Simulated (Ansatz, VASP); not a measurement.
# Pt12S23: VASP beside Ansatz

```
Pt S
1.0
     7.16662    0.00000    4.66227
    -3.58331    6.20647    4.66227
    -3.58331   -6.20647    4.66227
Pt S
12 23
Direct
  0.16406 0.16904 0.66145
  0.00238 0.49478 0.49740
  0.33267 0.83463 0.83436
  0.49876 0.00058 0.50119
  0.83392 0.33453 0.83210
  0.00059 0.00017 0.99905
  0.32811 0.33073 0.33571
  0.66797 0.66769 0.66601
  0.16786 0.66543 0.16725
  0.66572 0.16725 0.16684
  0.50102 0.49934 0.00130
  0.83350 0.83239 0.33392
  0.08780 0.74785 0.42006
  0.41563 0.09069 0.75390
  0.58119 0.25340 0.42114
  0.92403 0.58723 0.74896
  0.08673 0.25447 0.91452
  0.42057 0.58230 0.25736
  0.75276 0.92039 0.58657
  0.25324 0.91943 0.08705
  0.75372 0.41990 0.08610
  0.58667 0.75334 0.92001
  0.91928 0.08595 0.25261
  0.57973 0.41553 0.74627
  0.41293 0.74640 0.58220
  0.74766 0.08174 0.91338
  0.91701 0.24918 0.57871
  0.24887 0.57960 0.91307
  0.41520 0.24677 0.07772
  0.74438 0.58187 0.41344
  0.08011 0.91105 0.74854
  0.58004 0.91433 0.24840
  0.08252 0.41204 0.25034
  0.91507 0.74671 0.08100
  0.24538 0.08368 0.41585
```

Change from the starting cell: S vacancy, atoms relaxed.

Alike in both runs: functional PBE; dispersion D3(BJ); k mesh 3 × 3 × 3; occupations gaussian, width 0.1 eV; no spin polarisation.

Ansatz relaxed the structure, and its values are those at the end. VASP's run is a single point on that final structure, the one shown.

|  | VASP | Ansatz |
| --- | --- | --- |
| version | VASP 6.6.1 | Ansatz 0.2.0 |
| potentials or method | VASP PAW PBE potentials, release 64 (Pt, S), cutoff 520 eV | scalar-relativistic, plane waves, PAW |
| valence electrons in the cell | 258 | 354 |

VASP gave:

```
pressure (GPa)                     : -1.6
rms of the force components (eV/Å) : 0.017
```

Which values does Ansatz return?

Pressure (GPa): -1.2; rms of the force components (eV/Å): 0.004.

VASP's potentials hold 258 valence electrons a cell and Ansatz's 354, so a difference there can come from the potentials and not from the codes. Ansatz's warnings: stress scf threshold loose.

Spin-orbit coupling is off throughout.
